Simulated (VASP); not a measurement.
# SiC (Cm) in VASP: a series of runs, part 2 of 2

VASP 6.6.1. The steps go on from the part before.

### Step 3. Single point, PBEsol (mode 4 frozen in at -0.012 Å and mode 5 at -0.012 Å (largest displacements))

Contents of INCAR:

```
ALGO     = Normal         # electronic algorithm
EDIFF    = 1E-6           # SCF threshold, eV
ENCUT    = 520            # plane-wave cutoff, eV
GGA      = PS             # functional
ISIF     = 2              # what is computed and relaxed
ISMEAR   = 0              # smearing method
LASPH    = T              # aspherical terms in the spheres
LCHARG   = F              # write CHGCAR
LREAL    = F              # projectors in reciprocal space
LWAVE    = F              # write WAVECAR
NBANDS   = 11             # bands
NELM     = 60             # most SCF steps
PREC     = Accurate       # precision mode
SIGMA    = 0.05           # smearing width, eV
```

Contents of KPOINTS:

```
k-points
0
Gamma
  10 10 10
```

Contents of POSCAR:

```
SiC
1.0
    0.0000000000      2.1783945700      2.1783945700
    2.1783945700      0.0000000000      2.1783945700
    2.1783945700      2.1783945700      0.0000000000
Si C
1 1
Direct
    0.0000000000      0.0023558598      0.0000000000
    0.7500000000      0.7444913561      0.7500000000
```

Potentials or basis: VASP PAW PBE potentials, release 64 (Si, C).

Command:

```console
$ cat potpaw_PBE.64/Si/POTCAR potpaw_PBE.64/C/POTCAR > POTCAR
$ mpirun -np 1 vasp_std > vasp.out
```

OUTCAR:

```text
EDIFF = 1E-6
   ENCUT = 520
   GGA = PS
   ISIF = 2
   ISMEAR = 0
   LASPH = T
   LREAL = F
   NELM = 60
   PREC = Accurate

 ion  position               nearest neighbor table
   1  0.000  0.002  0.000-   2 1.87   2 1.89   2 1.89   2 1.91
   2  0.750  0.744  0.750-   1 1.87   1 1.89   1 1.89   1 1.91

  LATTYP: Found a face centered cubic cell.
 ALAT       =     4.3567891400

  Lattice vectors:

 A1 = (   0.0000000000,   2.1783945700,   2.1783945700)
 A2 = (   2.1783945700,   0.0000000000,   2.1783945700)
 A3 = (   2.1783945700,   2.1783945700,   0.0000000000)

Analysis of symmetry for initial positions (statically):
=====================================================================
 Subroutine PRICEL returns:
 Original cell was already a primitive cell.

 Routine SETGRP: Setting up the symmetry group for a
 face centered cubic supercell.

 Subroutine GETGRP returns: Found  2 space group operations
 (whereof  2 operations were pure point group operations)
 out of a pool of 48 trial point group operations.

The static configuration has the point symmetry C_1h.

Analysis of symmetry for dynamics (positions and initial velocities):
=====================================================================
 Subroutine PRICEL returns:
 Original cell was already a primitive cell.

 Routine SETGRP: Setting up the symmetry group for a
 face centered cubic supercell.

 Subroutine GETGRP returns: Found  2 space group operations
 (whereof  2 operations were pure point group operations)
 out of a pool of 48 trial point group operations.

The dynamic configuration has the point symmetry C_1h.

 Subroutine INISYM returns: Found  2 space group operations
 (whereof  2 operations are pure point group operations),
 and found     1 'primitive' translations

----------------------------------------------------------------------------------------

                                     Primitive cell

  volume of cell :      20.6747
[... 111 lines left out ...]
  Fermi-wavevector in a.u.,A,eV,Ry     =   1.192957  2.254363 19.363097  1.423147
  Thomas-Fermi vector in A             =   2.328983
   LORBIT       =      0    0 simple, 1 ext, 2 COOP (PROOUT), +10 PAW based schemes
   GGA     = PS    functional components
   LHFCALC =     F    Hartree Fock is set to
   AEXX    =    0.0000 exact exchange contribution
   IVDW    =     0    specifies the selected vdW correction
   LEPSILON=     F    determine dielectric tensor
   LRPA    =     F    only Hartree local field effects (RPA)
 non-spin polarized calculation
 Gauss-broadening in eV      SIGMA  =   0.05
  energy-cutoff  :      520.00
  volume of cell :       20.67
 maximum number of plane-waves:       568
   NGX = 11   NGY = 11   NGZ = 11

 number of electron       8.0000001 magnetization

 Free energy of the ion-electron system (eV)
  ---------------------------------------------------
  ext. energy  EPLUGINS =         0.00000000
  ---------------------------------------------------
  free energy    TOTEN  =       -15.90931202 eV

  energy without entropy =      -15.90931202  energy(sigma->0) =      -15.90931202

 E-fermi :   8.4573     XC(G=0): -11.5085

 val. band max:        8.1790433053   @ k =   0.0000   0.0000   0.0000
 cond. band min:       9.2972664176   @ k =   0.5000   0.0000   0.5000
 fundamental gap:      1.1182231123
 Fermi energy:         8.4572653583

 k-point     1 :       0.0000    0.0000    0.0000
  band No.  band energies     occupation
      1      -7.3652      2.00000
      2       7.9499      2.00000
      3       8.0661      2.00000
      4       8.1790      2.00000
      5      14.2600      0.00000
      6      15.2695      0.00000
      7      15.3124      0.00000
      8      15.3637      0.00000
      9      22.5256      0.00000
     10      22.5259      0.00000
     11      24.3385      0.00000
[... 309 lines left out ...]
 k-point    24 :       0.2000    0.2000    0.1000
  band No.  band energies     occupation
      1      -6.6516      2.00000
      2       5.7068      2.00000
      3       7.0874      2.00000
      4       7.4303      2.00000
      5      14.1150      0.00000
      6      15.4493      0.00000
      7      16.5842      0.00000
      8      16.6576      0.00000
      9      19.4143      0.00000
     10      22.5449      0.00000
     11      24.7499      0.00000

 [... further k-points ...]
[... 5 lines left out ...]
  --------------------------------------------------------------------------------------
  -------------------------------------------------------------------------------------
  Total        0.0530210      0.0601680      0.0530210     -0.1476813     -0.1476813      0.0114033
  in kB        4.1088359      4.6626889      4.1088359    -11.4444918    -11.4444916      0.8836898
  external PRESSURE =       4.2934536 kB  Pullay stress =       0.0000000 kB

 VOLUME and BASIS-vectors are now :
 -----------------------------------------------------------------------------
  energy-cutoff  :      520.00
  volume of cell :       20.67
      direct lattice vectors                 reciprocal lattice vectors
     0.000000000  2.178394570  2.178394570    -0.229526830  0.229526830  0.229526830
     2.178394570  0.000000000  2.178394570     0.229526830 -0.229526830  0.229526830
     2.178394570  2.178394570  0.000000000     0.229526830  0.229526830 -0.229526830

 POSITION                                       TOTAL-FORCE (eV/Angst)
 -----------------------------------------------------------------------------------
      0.00513      0.00000      0.00513        -0.329198      0.020353     -0.329198
      3.25559      3.26759      3.25559         0.329198     -0.020353      0.329198
 -----------------------------------------------------------------------------------
    total drift:                                0.000072      0.000002      0.000072

  FREE ENERGIE OF THE ION-ELECTRON SYSTEM (eV)
  ---------------------------------------------------
  free  energy   TOTEN  =       -15.9093120200 eV

  energy  without entropy=      -15.9093120200  energy(sigma->0) =      -15.90931202
```

OSZICAR:

```text
N       E                     dE             d eps       ncg     rms          rms(c)
DAV:   1     0.285479692488E+01    0.28548E+01   -0.40274E+03  6484   0.615E+02
DAV:   2    -0.170856169127E+02   -0.19940E+02   -0.18908E+02  7814   0.108E+02
DAV:   3    -0.177085639533E+02   -0.62295E+00   -0.62171E+00  7604   0.159E+01
DAV:   4    -0.177109612889E+02   -0.23973E-02   -0.23972E-02  7115   0.125E+00
DAV:   5    -0.177109719785E+02   -0.10690E-04   -0.10690E-04  7651   0.776E-02    0.875E+00
DAV:   6    -0.159891021117E+02    0.17219E+01   -0.60513E+00  7002   0.109E+01    0.394E+00
DAV:   7    -0.159239396837E+02    0.65162E-01   -0.37385E-01  7415   0.345E+00    0.177E+00
DAV:   8    -0.159094904954E+02    0.14449E-01   -0.21025E-02  7101   0.922E-01    0.164E-01
DAV:   9    -0.159092665285E+02    0.22397E-03   -0.17294E-03  7654   0.220E-01    0.110E-01
DAV:  10    -0.159093115680E+02   -0.45040E-04   -0.12428E-04  7002   0.703E-02    0.255E-02
DAV:  11    -0.159093117666E+02   -0.19858E-06   -0.12214E-05  7479   0.192E-02    0.581E-03
DAV:  12    -0.159093120200E+02   -0.25337E-06   -0.68655E-07  4215   0.512E-03
   1 F= -.15909312E+02 E0= -.15909312E+02  d E =-.100770E-17
```

stdout:

```text
POSCAR found type information on POSCAR SiC
 POSCAR found :  2 types and       2 ions
 scaLAPACK will be used
 -----------------------------------------------------------------------------
|                                                                             |
|                                                                             |
|     You enforced a specific xc type in the INCAR file but a different       |
|     I HOPE YOU KNOW WHAT YOU ARE DOING!                                     |
|                                                                             |
 -----------------------------------------------------------------------------

 LDA part: xc-table for (Slater+PW92), standard interpolation
 POSCAR, INCAR and KPOINTS ok, starting setup
 FFT: planning ... GRIDC
 FFT: planning ... GRID_SOFT
 FFT: planning ... GRID
 WAVECAR not read
 entering main loop
```

Wall time 17 s (1 thread of Intel Xeon 6975P-C (Granite Rapids), shared host); peak memory 0.17 GiB.

Results:

```yaml
Free_energy: -15.9093 eV
Pressure: 0.4 GPa
Largest_force: 0.466 eV/Å
Band_gap_on_the_k_mesh: 1.12 eV, indirect (least direct gap 4.40 eV)
```

Forces on the atoms (eV/Å):
```
Si  -0.329  0.020 -0.329
C    0.329 -0.020  0.329
```

Stress tensor (GPa, compression positive):
```
 0.41 -1.14  0.09
-1.14  0.47 -1.14
 0.09 -1.14  0.41
```

Caveat: the cell differs from its parent crystal (mode 4 frozen in at -0.012 Å and mode 5 at -0.012 Å (largest displacements)); the PAW data sets were made with another functional, which shifts forces and pressure a little. A k mesh can miss the band edges.

### Step 4. Single point, PBEsol (mode 4 frozen in at -0.036 Å and mode 5 at -0.036 Å (largest displacements))

Contents of INCAR:

```
  PREC = Accurate
  ENCUT = 520
  EDIFF = 1E-6
  ISMEAR = 0
  SIGMA = 0.05
  LREAL = F
  LASPH = T
  NELM = 80
  ALGO = Normal
  ISIF = 2
  LWAVE = F
  LCHARG = F
  GGA = PS
  NBANDS = 11
```

Contents of KPOINTS:

```
regular mesh
0
Gamma
  10 10 10
```

Contents of POSCAR:

```
SiC
1.0
    0.0000000000      2.1783945700      2.1783945700
    2.1783945700      0.0000000000      2.1783945700
    2.1783945700      2.1783945700      0.0000000000
Si C
1 1
Direct
    0.0000000000      0.0070675794      0.0000000000
    0.7500000000      0.7334740682      0.7500000000
```

Command:

```console
$ cat potpaw_PBE.64/Si/POTCAR potpaw_PBE.64/C/POTCAR > POTCAR
$ mpirun -np 1 vasp_std > vasp.out
```

Wall time 15 s (1 thread of Intel Xeon 6975P-C (Granite Rapids), shared host); peak memory 0.17 GiB.

It converged, with:

| Item | Value |
| --- | --- |
| Free energy | -15.8641 eV |
| Pressure | 1.0 GPa |
| Largest force | 1.414 eV/Å |
| Band gap on the k mesh | 0.89 eV, indirect (least direct gap 4.31 eV) |

Forces on the atoms (eV/Å):
```
Si  -0.991  0.184 -0.991
C    0.991 -0.184  0.991
```

Stress tensor (GPa, compression positive):
```
 0.82 -3.47  0.79
-3.47  1.32 -3.47
 0.79 -3.47  0.82
```

Levels at points of the mesh, in eV from the valence-band top:
```tsv
k point	band 2	band 3	band 4	band 5	band 6	band 7
(0.00, 0.00, 0.00)	-0.68	-0.33	0.00	5.84	6.80	6.90
(0.50, 0.00, 0.00)	-8.93	-1.66	-1.11	5.02	6.49	7.14
(0.00, 0.50, 0.00)	-9.14	-1.44	-1.14	5.03	6.73	7.10
(0.50, 0.50, 0.50)	-8.73	-1.65	-1.32	5.05	6.52	6.91
(0.50, 0.50, 0.00)	-8.16	-3.67	-3.41	0.89	3.86	13.62
(0.50, 0.00, 0.50)	-8.18	-3.54	-3.51	0.89	3.84	13.64
```

Caveat: the cell differs from its parent crystal (mode 4 frozen in at -0.036 Å and mode 5 at -0.036 Å (largest displacements)); the PAW data sets were made with another functional, which shifts forces and pressure a little. A k mesh can miss the band edges.
